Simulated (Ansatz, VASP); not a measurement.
**CdS: VASP beside Ansatz**

File INCAR:

```
SYSTEM = CdS
PREC = Accurate ; ENCUT = 500
EDIFF = 1E-6 ; ISMEAR = 0
SIGMA = 0.01 ; LREAL = .FALSE.
LASPH = .TRUE. ; NELM = 120
ALGO = Normal ; ISIF = 2
LWAVE = .FALSE. ; LCHARG = .FALSE.
GGA = PE ; NBANDS = 16
GGA_COMPAT = .FALSE.
```

KPOINTS

```
regular mesh
0
G
  12 12 12
  0 0 0
```

Contents of POSCAR:

```
CdS
1.0
    0.0000000000      2.7532440000      2.7532440000
    2.7532440000      0.0000000000      2.7532440000
    2.7532440000      2.7532440000      0.0000000000
Cd S
1 1
Direct
    0.0000000000      0.0000000000      0.0000000000
    0.5000000000      0.5000000000      0.5000000000
```

Input for Ansatz:

```yaml
crystal:
  lattice:
    - [0.0, 2.753244, 2.753244]
    - [2.753244, 0.0, 2.753244]
    - [2.753244, 2.753244, 0.0]
  atoms:
    - { symbol: Cd, position: [0.0, 0.0, 0.0] }
    - { symbol: S, position: [0.5, 0.5, 0.5] }
basis:
  ecutwfc: 420
kpoints:
  mp_grid: { grid: [12, 12, 12] }
hamiltonian:
  xc: pbe
scf:
  occupations: { method: gaussian, width: 0.01 }
output:
  forces: true
  stress: true
  eigenvalues: true
  populations: true
```

Alike in both runs: task single point; functional PBE; k mesh 12 × 12 × 12; occupations gaussian, width 0.01 eV; no spin polarisation.

|  | VASP | Ansatz |
| --- | --- | --- |
| version | VASP 6.6.1 | Ansatz 0.2.0 |
| potentials or method | VASP PAW PBE potentials, release 64 (Cd, S), cutoff 500 eV | scalar-relativistic, plane waves, PAW |
| valence electrons in the cell | 18 | 26 |

|  | VASP | Ansatz | Ansatz less VASP |
| --- | --- | --- | --- |
| gap on the k mesh at the Fermi level (eV) | 0.25 | 0.26 | +0.011 |
| least direct gap on the mesh (eV) | 1.53 | 1.55 | +0.024 |
| pressure (GPa) | -0.1 | -0.4 | -0.36 |

With one functional, cell and mesh, what is left measures potentials, basis and numerics. VASP's potentials hold 18 valence electrons a cell and Ansatz's 26, so a difference there can come from the potentials and not from the codes.
